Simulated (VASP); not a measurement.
# Ta2AlN2 (P6/mmm) in VASP: a series of runs

Ta2AlN2 is run at these levels: PBE; tasks: relaxation of cell and atoms, single point.

All numbers are computed with VASP 6.6.1; they aren't measurements. Logs are shortened: lines on timing, memory, paths and dates and some standing lists are left out, and cuts for length are marked.

### Step 1. The cell of the first run

It takes space group P6/mmm (No. 191, hexagonal). The conventional cell has a = 3.928 Å, b = 3.928 Å, c = 5.842 Å, α = 90.00°, β = 90.00°, γ = 120.00°. Within 3.0 Å of Ta (site symmetry -6m2) lie 3 Ta at 2.27 Å and 2 N at 2.92 Å. Within 3.0 Å of Al (site symmetry 6/mmm) lie 6 N at 2.27 Å. Within 3.0 Å of N (site symmetry -6m2) lie 3 N at 2.27 Å and 3 Al at 2.27 Å and 2 Ta at 2.92 Å.

The cell was built from a structure type or drawn by symmetry, and may not be a known phase.

### Step 2. Relaxation of cell and atoms, PBE

INCAR

```
SYSTEM = Ta2AlN2
PREC     = Accurate       ! precision mode
ENCUT    = 600            ! plane-wave cutoff, eV
EDIFF    = 1E-6           ! SCF threshold, eV
ISMEAR   = 0              ! smearing method
SIGMA    = 0.1            ! smearing width, eV
LREAL    = .FALSE.        ! projectors in reciprocal space
LASPH    = .TRUE.         ! aspherical terms in the spheres
NELM     = 100            ! most SCF steps
ALGO     = Normal         ! electronic algorithm
ISIF     = 3              ! what is computed and relaxed
LWAVE    = .FALSE.        ! write WAVECAR
LCHARG   = .FALSE.        ! write CHGCAR
GGA      = PE             ! functional
IBRION   = 2              ! ionic algorithm
NSW      = 90             ! ionic steps
EDIFFG   = -0.04          ! ionic threshold
```

KPOINTS

```
regular mesh
0
G
  6 6 4
  0 0 0
```

POSCAR

```
Ta2AlN2
1.0
    3.9283463400      0.0000000000      0.0000000000
   -1.9641731700      3.4020477200      0.0000000000
    0.0000000000      0.0000000000      5.8418157400
Ta Al N
2 1 2
Direct
    0.3333333300      0.6666666700      0.5000000000
    0.6666666700      0.3333333300      0.5000000000
    0.0000000000      0.0000000000      0.0000000000
    0.3333333300      0.6666666700      0.0000000000
    0.6666666700      0.3333333300      0.0000000000
```

Potentials or basis: VASP PAW PBE potentials, release 64 (Ta_pv, Al, N).

On the command line:

```sh
cat potpaw_PBE.64/Ta_pv/POTCAR potpaw_PBE.64/Al/POTCAR potpaw_PBE.64/N/POTCAR > POTCAR
mpirun -np 1 vasp_std > vasp.out
```

OUTCAR:

```text
SYSTEM = Ta2AlN2
   PREC = Accurate
   ENCUT = 600
   EDIFF = 1E-6
   ISMEAR = 0
   LREAL = .FALSE.
   LASPH = .TRUE.
   NELM = 100
   ISIF = 3
   GGA = PE
   IBRION = 2
   NSW = 90
   EDIFFG = -0.04

 ion  position               nearest neighbor table
   1  0.333  0.667  0.500-   2 2.27   2 2.27   2 2.27
   2  0.667  0.333  0.500-   1 2.27   1 2.27   1 2.27
   3  0.000  0.000  0.000-   4 2.27   5 2.27   4 2.27   5 2.27   5 2.27   4 2.27
   4  0.333  0.667  0.000-   3 2.27   3 2.27   3 2.27
   5  0.667  0.333  0.000-   3 2.27   3 2.27   3 2.27

  LATTYP: Found a hexagonal cell.
 ALAT       =     3.9283463400
 C/A-ratio  =     1.4870928463

  Lattice vectors:

 A1 = (   3.9283463400,   0.0000000000,   0.0000000000)
 A2 = (  -1.9641731700,   3.4020477200,   0.0000000000)
 A3 = (   0.0000000000,   0.0000000000,   5.8418157400)

Analysis of symmetry for initial positions (statically):
=====================================================================
 Subroutine PRICEL returns:
 Original cell was already a primitive cell.

 Routine SETGRP: Setting up the symmetry group for a
 hexagonal supercell.

 Subroutine GETGRP returns: Found 24 space group operations
 (whereof 24 operations were pure point group operations)
 out of a pool of 24 trial point group operations.

The static configuration has the point symmetry D_6h.

Analysis of symmetry for dynamics (positions and initial velocities):
=====================================================================
 Subroutine PRICEL returns:
 Original cell was already a primitive cell.

 Routine SETGRP: Setting up the symmetry group for a
 hexagonal supercell.

 Subroutine GETGRP returns: Found 24 space group operations
 (whereof 24 operations were pure point group operations)
 out of a pool of 24 trial point group operations.

The dynamic configuration has the point symmetry D_6h.

 Subroutine INISYM returns: Found 24 space group operations
 (whereof 24 operations are pure point group operations),
 and found     1 'primitive' translations

----------------------------------------------------------------------------------------

                                     Primitive cell

  volume of cell :      78.0725

  direct lattice vectors                    reciprocal lattice vectors
     3.928346340  0.000000000  0.000000000     0.254560040  0.146970308  0.000000000
    -1.964173170  3.402047720  0.000000000     0.000000000  0.293940615  0.000000000
     0.000000000  0.000000000  5.841815740     0.000000000  0.000000000  0.171179654

  length of vectors
     3.928346340  3.928346335  5.841815740     0.293940615  0.293940615  0.171179654

  position of ions in fractional coordinates (direct lattice)
     0.333333330  0.666666670  0.500000000
     0.666666670  0.333333330  0.500000000
     0.000000000  0.000000000  0.000000000
     0.333333330  0.666666670  0.000000000
     0.666666670  0.333333330  0.000000000

  ion indices of the primitive-cell ions
   primitive index   ion index
                 1           1
                 2           2
                 3           3
                 4           4
                 5           5

----------------------------------------------------------------------------------------

 KPOINTS: regular mesh

Automatic generation of k-mesh.
 Grid dimensions read from file:
 generate k-points for:    6    6    4

 Generating k-lattice:

  Cartesian coordinates                     Fractional coordinates (reciprocal lattice)
     0.042426673  0.024495051  0.000000000     0.166666667  0.000000000  0.000000000
     0.000000000  0.048990103  0.000000000     0.000000000  0.166666667  0.000000000
     0.000000000  0.000000000  0.042794914     0.000000000  0.000000000  0.250000000

  Length of vectors
     0.048990102  0.048990103  0.042794914

  Shift w.r.t. Gamma in fractional coordinates (k-lattice)
     0.000000000  0.000000000  0.000000000

 Subroutine IBZKPT returns following result:
 ===========================================

 Found     21 irreducible k-points:

 Following reciprocal coordinates:
            Coordinates               Weight
  0.000000  0.000000  0.000000      1.000000
  0.166667  0.000000  0.000000      6.000000
  0.333333  0.000000  0.000000      6.000000
  0.500000  0.000000  0.000000      3.000000
  0.166667  0.166667  0.000000      6.000000
  0.333333  0.166667  0.000000     12.000000
[... 13 lines left out ...]
  0.333333  0.166667  0.500000     12.000000
  0.333333  0.333333  0.500000      2.000000
   k-points           NKPTS =     21   k-points in BZ     NKDIM =     21   number of bands    NBANDS=     21
   number of dos      NEDOS =    301   number of ions     NIONS =      5
   total plane-waves  NPLWV =  49152
   dimension x,y,z NGX =    32 NGY =   32 NGZ =   48
   dimension x,y,z NGXF=    64 NGYF=   64 NGZF=   96
   ions per type =               2   1   2
   NGX,Y,Z   is equivalent  to a cutoff of  13.54, 13.54, 13.66 a.u.
   NGXF,Y,Z  is equivalent  to a cutoff of  27.08, 27.08, 27.32 a.u.
 SYSTEM =  Ta2AlN2
   PREC   = accura    normal or accurate (medium, high low for compatibility)
   ISTART =      0    job   : 0-new  1-cont  2-samecut
   ICHARG =      2    charge: 1-file 2-atom 10-const
   ISPIN  =      1    spin polarized calculation?
   LNONCOLLINEAR =      F non collinear calculations
   LSORBIT =      F    spin-orbit coupling
   LASPH  =      T    aspherical Exc in radial PAW
   ENCUT  =  600.0 eV  44.10 Ry    6.64 a.u.   7.85  7.85 11.67*2*pi/ulx,y,z
   NELM   =    100;   NELMIN=  2; NELMDL= -5     # of ELM steps
   EDIFF  = 0.1E-05   stopping-criterion for ELM
   LREAL  =      F    real-space projection
   EDIFFG = -.4E-01   stopping-criterion for IOM
   NSW    =     90    number of steps for IOM
   IBRION =      2    ionic relax: 0-MD 1-quasi-New 2-CG
   NFREE  =      1    steps in history (QN), initial steepest desc. (CG)
   ISIF   =      3    stress and relaxation
   ISYM   =      2    0-nonsym 1-usesym 2-fastsym
   POTIM  = 0.5000    time-step for ionic-motion
   TEBEG  =    0.0;   TEEND  =   0.0 temperature during run
   PSTRESS=    0.0 pullay stress
   NELECT =      35.0000    total number of electrons
   NUPDOWN=      -1.0000    fix difference up-down
   EMIN   =  10.00;   EMAX   =-10.00  energy-range for DOS
   EFERMI =   0.00;   METHOD = LEGACY
   ISMEAR =     0;   SIGMA  =   0.10  broadening in eV -4-tet -1-fermi 0-gaus
   EFERMI_NEDOS =   21; number of points for ismear=-14 and -15
   IALGO  =     38    algorithm
   IMIX   =      4    mixing-type and parameters
     AMIX     =   0.40;   BMIX     =  1.00
     AMIX_MAG =   1.60;   BMIX_MAG =  1.00
  volume/ion in A,a.u.               =      15.61       105.37
  Fermi-wavevector in a.u.,A,eV,Ry     =   1.252944  2.367720 21.359344  1.569868
  Thomas-Fermi vector in A             =   2.386820
   LORBIT       =      0    0 simple, 1 ext, 2 COOP (PROOUT), +10 PAW based schemes
   GGA     = PE    functional components
   LHFCALC =     F    Hartree Fock is set to
   AEXX    =    0.0000 exact exchange contribution
   IVDW    =     0    specifies the selected vdW correction
   LEPSILON=     F    determine dielectric tensor
   LRPA    =     F    only Hartree local field effects (RPA)
 conjugate gradient relaxation of ions
 non-spin polarized calculation
 Gauss-broadening in eV      SIGMA  =   0.10
  energy-cutoff  :      600.00
  volume of cell :       78.07
 maximum number of plane-waves:      2630
 NGX is ok and might be reduce to    32
   NGX = 15   NGY = 15   NGZ = 23

--------------------------------------- Ionic step        1  -------------------------------------------

 number of electron      35.0000000 magnetization

 Free energy of the ion-electron system (eV)
  ---------------------------------------------------
  ext. energy  EPLUGINS =         0.00000000
  ---------------------------------------------------
  free energy    TOTEN  =       -32.40397291 eV

  energy without entropy =      -32.38036137  energy(sigma->0) =      -32.39216714

------------------------ aborting loop because EDIFF is reached ----------------------------------------

  FORCE on cell =-STRESS in cart. coord.  units (eV):
  Direction    XX          YY          ZZ          XY          YZ          ZX
  --------------------------------------------------------------------------------------
  -------------------------------------------------------------------------------------
  Total       14.6077925     14.6077925    -15.3849005      0.0000000     -0.0000000      0.0000000
  in kB      299.7761989    299.7761980   -315.7237480      0.0000000     -0.0000000      0.0000000
  external PRESSURE =      94.6095496 kB  Pullay stress =       0.0000000 kB
[... 98 lines left out ...]
  FREE ENERGIE OF THE ION-ELECTRON SYSTEM (eV)
  ---------------------------------------------------
  free  energy   TOTEN  =       -40.5903434433 eV

  energy  without entropy=      -40.5632560508  energy(sigma->0) =      -40.57679975

 E-fermi :   3.5092     XC(G=0): -10.3944

 val. band max:        3.4978295000   @ k =   0.1667   0.0000   0.2500
 cond. band min:       3.5285514304   @ k =   0.3333   0.3333   0.2500
 fundamental gap:      0.0307219304
 Fermi energy:         3.5091776839

 k-point     1 :       0.0000    0.0000    0.0000
  band No.  band energies     occupation
      1     -30.9431      2.00000
      2     -30.9431      2.00000
      3     -30.7380      2.00000
      4     -30.6397      2.00000
      5     -30.5279      2.00000
      6     -30.5279      2.00000
[... 478 lines left out ...]
      5     -30.7350      2.00000
      6     -30.4751      2.00000
[... 13 lines left out ...]
     20       5.3080      0.00000
     21       5.3080      0.00000

[... ionic steps 4 to 12 ...]

--------------------------------------- Ionic step       13  -------------------------------------------

 number of electron      34.9999998 magnetization

------------------------ aborting loop because EDIFF is reached ----------------------------------------

  FORCE on cell =-STRESS in cart. coord.  units (eV):
  Direction    XX          YY          ZZ          XY          YZ          ZX
  --------------------------------------------------------------------------------------
  -------------------------------------------------------------------------------------
  Total        0.0580030      0.0580030      0.9129561      0.0000000     -0.0000000      0.0000000
  in kB        1.2132067      1.2132067     19.0956309      0.0000000     -0.0000000      0.0000000
  external PRESSURE =       7.1740148 kB  Pullay stress =       0.0000000 kB
[... 63 lines left out ...]
  energy  without entropy=      -41.0549307073  energy(sigma->0) =      -41.06745831

--------------------------------------- Ionic step       15  -------------------------------------------

 number of electron      34.9999998 magnetization

 Free energy of the ion-electron system (eV)
  ---------------------------------------------------
  ext. energy  EPLUGINS =         0.00000000
  ---------------------------------------------------
  free energy    TOTEN  =       -41.09174087 eV

  energy without entropy =      -41.06615276  energy(sigma->0) =      -41.07894682

 E-fermi :   4.9450     XC(G=0): -11.1504

 val. band max:        4.8858463411   @ k =   0.3333   0.3333   0.2500
 cond. band min:       4.9528757264   @ k =   0.1667   0.0000   0.2500
 fundamental gap:      0.0670293853
 Fermi energy:         4.9450044046

 k-point     1 :       0.0000    0.0000    0.0000
  band No.  band energies     occupation
      1     -29.3458      2.00000
      2     -29.3458      2.00000
      3     -29.0912      2.00000
      4     -28.8766      2.00000
      5     -28.5279      2.00000
      6     -28.5279      2.00000
[... 525 lines left out ...]
  FREE ENERGIE OF THE ION-ELECTRON SYSTEM (eV)
  ---------------------------------------------------
  free  energy   TOTEN  =       -41.0917408714 eV

  energy  without entropy=      -41.0661527587  energy(sigma->0) =      -41.07894682

 reached required accuracy - stopping structural energy minimisation
```

Run time: 3.8 min. Hardware: 1 thread of AMD EPYC 9R45 (Zen 5), shared host; peak memory 0.22 GiB.

Results:

| Property | Result |
| --- | --- |
| Free energy | -41.0917 eV |
| Relaxed volume | 15.36 Å³/atom |
| Relaxed cell | a = 4.709 Å, b = 4.709 Å, c = 3.999 Å, α = 90.00°, β = 90.00°, γ = 120.00° |
| Space group after relaxing (to 0.1 Å) | P6/mmm (No. 191) |
| Pressure after relaxing | 0.0 GPa |
| Band gap on the k mesh | zero (an odd number of electrons rules out a gap without spin polarisation) |

Final structure:
```xyz
5
Lattice="4.7088 0.0000 0.0000 -2.3544 4.0780 0.0000 0.0000 0.0000 3.9994" Properties=species:S:1:pos:R:3 pbc="T T T"
Ta    0.0000    2.7186    1.9997
Ta    2.3544    1.3593    1.9997
Al    0.0000    0.0000    0.0000
N     0.0000    2.7186    0.0000
N     2.3544    1.3593    0.0000
```

Caveat: a cell axis changed by over 15 % at a fixed basis, so the end point is rough; spin-orbit coupling is left out, which moves the levels of the heavy elements.

(Part 1 of 3 ends here.)
